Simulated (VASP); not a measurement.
# Y (a cell with a defect) in VASP: single point with LDA

Aim: the single point of Y (a cell with a defect) with LDA.

All numbers are computed with VASP 6.6.1; they aren't measurements. Logs are shortened: lines on timing, memory, paths and dates and some standing lists are left out, and cuts for length are marked.

## (1) The cell of the first run

The cell holds a defect, 17 atoms: a = 7.300 Å, b = 6.322 Å, c = 11.468 Å, α = 90.00°, β = 90.00°, γ = 90.00°.

## (2) Single point, LDA

INCAR reads:

```
  PREC = Accurate
  ENCUT = 520
  EDIFF = 1E-6
  ISMEAR = -1
  SIGMA = 0.1
  LREAL = Auto
  LASPH = True
  NELM = 60
  ALGO = Normal
  ISIF = 2
  LWAVE = False
  LCHARG = False
  GGA = CA
  NBANDS = 108
```

KPOINTS reads:

```
regular mesh
0
Gamma
  2 2 1
```

POSCAR reads:

```
Y
1.0
   -3.6500000000     -6.3219850000      0.0000000000
    5.4750000000     -3.1609930000      0.0000000000
    0.0000000000      0.0000000000     11.4683000000
Y
17
Direct
    0.7602193474      0.5526759120     -0.0667840918
    0.5061862993      0.2884529667      0.2224043668
    0.7513524920      0.5299792869      0.4597629989
    0.5632871421      0.3553969075      0.6978628044
    0.5469623406      0.1402762636     -0.0532860145
    0.2129903981      0.9569707677      0.2674066775
    0.4799273965     -0.0158474891      0.4877357586
    0.2764316000      0.8165799708      0.7607317562
    0.1585067127      0.5056711418     -0.0266822458
   -0.0145324602      0.4419098667      0.2112170069
    0.2118641012      0.4850052912      0.4582021747
    0.0029218920      0.3165232705      0.7339012757
   -0.0252031003     -0.0321627975      0.0144921218
    0.7532014809      0.8612393434      0.2968705039
    0.0482919417     -0.0099971530      0.5107121369
    0.8038221095      0.8567398538      0.7237515586
    0.4768856762      0.7077320033      0.0818691524
```

Potentials or basis: VASP PAW LDA potentials, release 64 (Y_sv).

Command:

```
$ cat potpaw_LDA.64/Y_sv/POTCAR > POTCAR
$ mpirun -np 1 vasp_std > vasp.out
```

OUTCAR:

```text
PREC = Accurate
   ENCUT = 520
   EDIFF = 1E-6
   ISMEAR = -1
   LREAL = Auto
   LASPH = True
   NELM = 60
   ISIF = 2
   GGA = CA

 ion  position               nearest neighbor table
   1  0.760  0.553  0.933-  17 2.85   9 2.96   5 3.04  16 3.09  13 3.20  12 3.25   4 3.30  10 3.65
                             5 4.03  13 4.12   2 4.15
   2  0.506  0.288  0.222-   6 3.04  17 3.11   5 3.31  14 3.36   3 3.60   7 3.61  10 3.63  11 3.67
                            10 3.93  17 4.02   9 4.06  14 4.13   1 4.15
   3  0.751  0.530  0.460-  14 2.81   4 3.25  10 3.37  11 3.37   7 3.50   2 3.60  15 3.67  16 3.69
                            12 3.88  11 3.95   7 3.99  15 4.09
   4  0.563  0.355  0.698-   5 3.16  12 3.25   3 3.25   1 3.30   7 3.42  16 3.62  16 3.64   8 3.66
                            11 3.85   8 4.06  12 4.12
   5  0.547  0.140  0.947-   1 3.04   4 3.16  17 3.18   2 3.31  13 3.40   8 3.55  16 3.64   9 3.67
                            17 3.94   1 4.03  12 4.28
   6  0.213  0.957  0.267-   2 3.04  15 3.05   7 3.20  17 3.27  13 3.38  14 3.43  10 3.55  11 3.70
                            10 3.71  11 3.99  14 4.00
   7  0.480  0.984  0.488-  14 3.06  15 3.16   6 3.20   4 3.42   3 3.50   2 3.61   8 3.62  16 3.68
                            11 3.73  11 3.74   3 3.99  15 4.16
   8  0.276  0.817  0.761-   9 3.25  16 3.49  15 3.49   5 3.55   7 3.62   4 3.66  12 3.75  12 3.75
                            13 3.77  16 3.88  17 4.02   4 4.06  11 4.08
   9  0.159  0.506  0.973-  17 2.93   1 2.96  10 3.03  12 3.20   8 3.25  13 3.25   5 3.67  13 3.69
                             2 4.06
  10  0.985  0.442  0.211-   9 3.03  11 3.29  14 3.30   3 3.37   6 3.55   2 3.63   1 3.65   6 3.71
                            13 3.75   2 3.93  13 4.02  14 4.16  17 4.23  17 4.34
  11  0.212  0.485  0.458-  10 3.29   3 3.37  15 3.40  15 3.46  12 3.67   2 3.67   6 3.70   7 3.73
                             7 3.74   4 3.85   3 3.95   6 3.99   8 4.08
  12  0.003  0.317  0.734-   9 3.20   4 3.25  16 3.25   1 3.25  15 3.30  11 3.67  16 3.71   8 3.75
                             8 3.75   3 3.88  13 3.91   4 4.12   5 4.28
  13  0.975  0.968  0.014-   1 3.20   9 3.25   6 3.38   5 3.40  16 3.63  14 3.68   9 3.69  10 3.75
                             8 3.77  12 3.91  10 4.02  17 4.06  17 4.09   1 4.12
  14  0.753  0.861  0.297-   3 2.81   7 3.06  10 3.30  17 3.33   2 3.36  15 3.36   6 3.43  13 3.68
                             6 4.00   2 4.13  10 4.16
  15  0.048  0.990  0.511-   6 3.05  16 3.14   7 3.16  12 3.30  14 3.36  11 3.40  11 3.46   8 3.49
                             3 3.67   3 4.09   7 4.16
  16  0.804  0.857  0.724-   1 3.09  15 3.14  12 3.25   8 3.49   4 3.62  13 3.63   4 3.64   5 3.64
                             7 3.68   3 3.69  12 3.71   8 3.88
  17  0.477  0.708  0.082-   1 2.85   9 2.93   2 3.11   5 3.18   6 3.27  14 3.33   5 3.94   2 4.02
                             8 4.02  13 4.06  13 4.09  10 4.23  10 4.34

  LATTYP: Found a simple orthorhombic cell.
 ALAT       =     6.3219855857
 B/A-ratio  =     1.1547004518
 C/A-ratio  =     1.8140345062

  Lattice vectors:

 A1 = (  -5.4750000000,   3.1609930000,   0.0000000000)
 A2 = (  -3.6500000000,  -6.3219850000,   0.0000000000)
 A3 = (   0.0000000000,   0.0000000000,  11.4683000000)

Analysis of symmetry for initial positions (statically):
=====================================================================
 Subroutine PRICEL returns:
 Original cell was already a primitive cell.

 Routine SETGRP: Setting up the symmetry group for a
 simple orthorhombic supercell.

 Subroutine GETGRP returns: Found  1 space group operations
 (whereof  1 operations were pure point group operations)
 out of a pool of  8 trial point group operations.

The static configuration has the point symmetry C_1 .

Analysis of symmetry for dynamics (positions and initial velocities):
=====================================================================
 Subroutine PRICEL returns:
 Original cell was already a primitive cell.

 Routine SETGRP: Setting up the symmetry group for a
 simple orthorhombic supercell.

 Subroutine GETGRP returns: Found  1 space group operations
 (whereof  1 operations were pure point group operations)
 out of a pool of  8 trial point group operations.

The dynamic configuration has the point symmetry C_1 .

 Subroutine INISYM returns: Found  1 space group operations
 (whereof  1 operations are pure point group operations),
 and found     1 'primitive' translations

----------------------------------------------------------------------------------------

                                     Primitive cell

  volume of cell :     529.2677

  direct lattice vectors                    reciprocal lattice vectors
    -3.650000000 -6.321985000  0.000000000    -0.068493159 -0.118633621  0.000000000
     5.475000000 -3.160993000  0.000000000     0.136986296 -0.079089080  0.000000000
     0.000000000  0.000000000 11.468300000     0.000000000  0.000000000  0.087196882

  length of vectors
     7.299999612  6.321985586 11.468300000     0.136986309  0.158178152  0.087196882

  position of ions in fractional coordinates (direct lattice)
     0.760219347  0.552675912  0.933215908
     0.506186299  0.288452967  0.222404367
     0.751352492  0.529979287  0.459762999
     0.563287142  0.355396908  0.697862804
     0.546962341  0.140276264  0.946713985
     0.212990398  0.956970768  0.267406677
[... 9 lines left out ...]
     0.803822109  0.856739854  0.723751559
     0.476885676  0.707732003  0.081869152

  ion indices of the primitive-cell ions
   primitive index   ion index
                 1           1
                 2           2
                 3           3
                 4           4
                 5           5
                 6           6
[... 9 lines left out ...]
                16          16
                17          17

----------------------------------------------------------------------------------------

 KPOINTS: regular mesh

Automatic generation of k-mesh.
 Grid dimensions read from file:
 generate k-points for:    2    2    1

 Generating k-lattice:

  Cartesian coordinates                     Fractional coordinates (reciprocal lattice)
    -0.034246579 -0.059316810  0.000000000     0.500000000  0.000000000  0.000000000
     0.068493148 -0.039544540  0.000000000    -0.000000000  0.500000000  0.000000000
     0.000000000  0.000000000  0.087196882     0.000000000  0.000000000  1.000000000

  Length of vectors
     0.068493154  0.079089076  0.087196882

  Shift w.r.t. Gamma in fractional coordinates (k-lattice)
     0.000000000  0.000000000  0.000000000

 Subroutine IBZKPT returns following result:
 ===========================================

 Found      4 irreducible k-points:

 Following reciprocal coordinates:
            Coordinates               Weight
  0.000000  0.000000  0.000000      1.000000
  0.500000  0.000000  0.000000      1.000000
 -0.000000  0.500000  0.000000      1.000000
  0.500000  0.500000  0.000000      1.000000
   k-points           NKPTS =      4   k-points in BZ     NKDIM =      4   number of bands    NBANDS=    108
   number of dos      NEDOS =    301   number of ions     NIONS =     17
   total plane-waves  NPLWV = 233280
   dimension x,y,z NGX =    54 NGY =   48 NGZ =   90
   dimension x,y,z NGXF=   108 NGYF=   96 NGZF=  180
   ions per type =              17
   NGX,Y,Z   is equivalent  to a cutoff of  12.30, 12.62, 13.05 a.u.
   NGXF,Y,Z  is equivalent  to a cutoff of  24.60, 25.24, 26.09 a.u.
 SYSTEM =  unknown system
   PREC   = accura    normal or accurate (medium, high low for compatibility)
   ISTART =      0    job   : 0-new  1-cont  2-samecut
   ICHARG =      2    charge: 1-file 2-atom 10-const
   ISPIN  =      1    spin polarized calculation?
   LNONCOLLINEAR =      F non collinear calculations
   LSORBIT =      F    spin-orbit coupling
   LASPH  =      T    aspherical Exc in radial PAW
   ENCUT  =  520.0 eV  38.22 Ry    6.18 a.u.  13.57 11.75 21.32*2*pi/ulx,y,z
   NELM   =     60;   NELMIN=  2; NELMDL= -5     # of ELM steps
   EDIFF  = 0.1E-05   stopping-criterion for ELM
   LREAL  =      T    real-space projection
   EDIFFG = 0.1E-04   stopping-criterion for IOM
   NSW    =      0    number of steps for IOM
   IBRION =     -1    ionic relax: 0-MD 1-quasi-New 2-CG
   NFREE  =      0    steps in history (QN), initial steepest desc. (CG)
   ISIF   =      2    stress and relaxation
   ISYM   =      2    0-nonsym 1-usesym 2-fastsym
   POTIM  = 0.5000    time-step for ionic-motion
   TEBEG  =    0.0;   TEEND  =   0.0 temperature during run
   PSTRESS=    0.0 pullay stress
   NELECT =     187.0000    total number of electrons
   NUPDOWN=      -1.0000    fix difference up-down
   EMIN   =  10.00;   EMAX   =-10.00  energy-range for DOS
   EFERMI =   0.00;   METHOD = LEGACY
   ISMEAR =    -1;   SIGMA  =   0.10  broadening in eV -4-tet -1-fermi 0-gaus
   EFERMI_NEDOS =   21; number of points for ismear=-14 and -15
   IALGO  =     38    algorithm
   IMIX   =      4    mixing-type and parameters
     AMIX     =   0.40;   BMIX     =  1.00
     AMIX_MAG =   1.60;   BMIX_MAG =  1.00
  volume/ion in A,a.u.               =      31.13       210.10
  Fermi-wavevector in a.u.,A,eV,Ry     =   1.157347  2.187069 18.224350  1.339452
  Thomas-Fermi vector in A             =   2.293959
   LORBIT       =      0    0 simple, 1 ext, 2 COOP (PROOUT), +10 PAW based schemes
   GGA     = CA    functional components
   LHFCALC =     F    Hartree Fock is set to
   AEXX    =    0.0000 exact exchange contribution
   IVDW    =     0    specifies the selected vdW correction
   LEPSILON=     F    determine dielectric tensor
   LRPA    =     F    only Hartree local field effects (RPA)
 non-spin polarized calculation
  energy-cutoff  :      520.00
  volume of cell :      529.27
 maximum number of plane-waves:     14300
   NGX = 27   NGY = 23   NGZ = 43

 number of electron     187.0000000 magnetization

 Free energy of the ion-electron system (eV)
  ---------------------------------------------------
  ext. energy  EPLUGINS =         0.00000000
  ---------------------------------------------------
  free energy    TOTEN  =      -113.39072740 eV

  energy without entropy =     -112.46611853  energy(sigma->0) =     -112.92842296

 E-fermi :   2.9917     XC(G=0):  -9.8016

 val. band max:        2.9816738299   @ k =   0.5000   0.5000   0.0000
 cond. band min:       3.0022281708   @ k =   0.5000   0.0000   0.0000
 fundamental gap:      0.0205543409
 Fermi energy:         2.9917457940

 k-point     1 :       0.0000    0.0000    0.0000
  band No.  band energies     occupation
      1     -39.6261      2.00000
      2     -39.5505      2.00000
      3     -39.4281      2.00000
      4     -39.4104      2.00000
      5     -39.3719      2.00000
      6     -39.3523      2.00000
[... 97 lines left out ...]
    104       3.8611      0.00034
    105       3.9003      0.00023

 k-point     2 :       0.5000    0.0000    0.0000
  band No.  band energies     occupation
      1     -39.6258      2.00000
      2     -39.5499      2.00000
      3     -39.4267      2.00000
      4     -39.4097      2.00000
      5     -39.3675      2.00000
      6     -39.3584      2.00000
[... 97 lines left out ...]
    104       3.7224      0.00134
    105       3.7449      0.00107

 k-point     3 :      -0.0000    0.5000    0.0000
  band No.  band energies     occupation
      1     -39.6257      2.00000
      2     -39.5494      2.00000
      3     -39.4230      2.00000
      4     -39.4094      2.00000
      5     -39.3622      2.00000
      6     -39.3565      2.00000
[... 97 lines left out ...]
    104       3.8608      0.00034
    105       3.8664      0.00032

 k-point     4 :       0.5000    0.5000    0.0000
  band No.  band energies     occupation
      1     -39.6255      2.00000
      2     -39.5489      2.00000
      3     -39.4228      2.00000
      4     -39.4090      2.00000
      5     -39.3586      2.00000
      6     -39.3578      2.00000
[... 97 lines left out ...]
    104       3.7065      0.00157
    105       3.7653      0.00087
 [bands above 105 left out]

------------------------ aborting loop because EDIFF is reached ----------------------------------------

  FORCE on cell =-STRESS in cart. coord.  units (eV):
  Direction    XX          YY          ZZ          XY          YZ          ZX
  --------------------------------------------------------------------------------------
  -------------------------------------------------------------------------------------
  Total       -7.5663861     -1.9923799      0.1693300     -0.6716726      2.8932074      0.5647858
  in kB      -22.9046519     -6.0312504      0.5125889     -2.0332595      8.7581981      1.7096964
  external PRESSURE =      -9.4744378 kB  Pullay stress =       0.0000000 kB

 VOLUME and BASIS-vectors are now :
 -----------------------------------------------------------------------------
  energy-cutoff  :      520.00
  volume of cell :      529.27
      direct lattice vectors                 reciprocal lattice vectors
    -3.650000000 -6.321985000  0.000000000    -0.068493159 -0.118633621  0.000000000
     5.475000000 -3.160993000  0.000000000     0.136986296 -0.079089080  0.000000000
     0.000000000  0.000000000 11.468300000     0.000000000  0.000000000  0.087196882

 POSITION                                       TOTAL-FORCE (eV/Angst)
 -----------------------------------------------------------------------------------
      0.25110     -6.55310     10.70240         0.053788      0.283726      0.072123
     -0.26830     -4.11190      2.55060         0.206060     -0.465163      0.246675
      0.15920     -6.42530      5.27270        -1.123421      0.714347      0.998082
     -0.11020     -4.68450      8.00330         0.835074      1.048835     -0.298211
     -1.22840     -3.90130     10.85720        -0.153517      0.731237      0.056318
      4.46200     -4.37150      3.06670        -0.586904      0.665056     -0.502116
[... 9 lines left out ...]
      1.75670     -7.78990      8.30020        -0.064947      0.709722     -0.104690
      2.13420     -5.25200      0.93890         0.724884     -0.278429      0.457024
 -----------------------------------------------------------------------------------
    total drift:                               -0.000475      0.000679      0.000551

  FREE ENERGIE OF THE ION-ELECTRON SYSTEM (eV)
  ---------------------------------------------------
  free  energy   TOTEN  =      -113.3907273974 eV

  energy  without entropy=     -112.4661185325  energy(sigma->0) =     -112.92842296
```

Run time: 6.8 min. Hardware: 1 thread of Intel Xeon Platinum 8488C (Sapphire Rapids), shared host; peak memory 0.45 GiB.

What came out:

```
Free energy            : -113.3907 eV
Pressure               : -0.9 GPa
Largest force          : 1.908 eV/Å
Band gap on the k mesh : zero (an odd number of electrons rules out a gap without spin polarisation)
```

Forces on the atoms (eV/Å):
```
Y    0.054  0.284  0.072
Y    0.206 -0.465  0.247
Y   -1.123  0.714  0.998
Y    0.835  1.049 -0.298
Y   -0.154  0.731  0.056
Y   -0.587  0.665 -0.502
Y   -0.066 -0.394  0.786
Y   -0.031 -0.536 -0.170
Y   -1.498 -0.297 -0.207
Y    0.016  0.470 -0.198
Y   -0.185 -1.026  0.306
Y   -0.326 -0.705 -0.403
Y    0.681 -0.730  0.324
Y    0.685 -0.684 -1.644
Y    0.833  0.493  0.279
Y   -0.065  0.710 -0.105
Y    0.725 -0.278  0.457
```

Caveat: the k points lie up to 0.55 Å⁻¹ apart, too coarse for converged energies and pressures of a metal; the atoms stand as in a frame of molecular dynamics.

The gap in the log of VASP goes by the Fermi energy; the results here count the filled bands.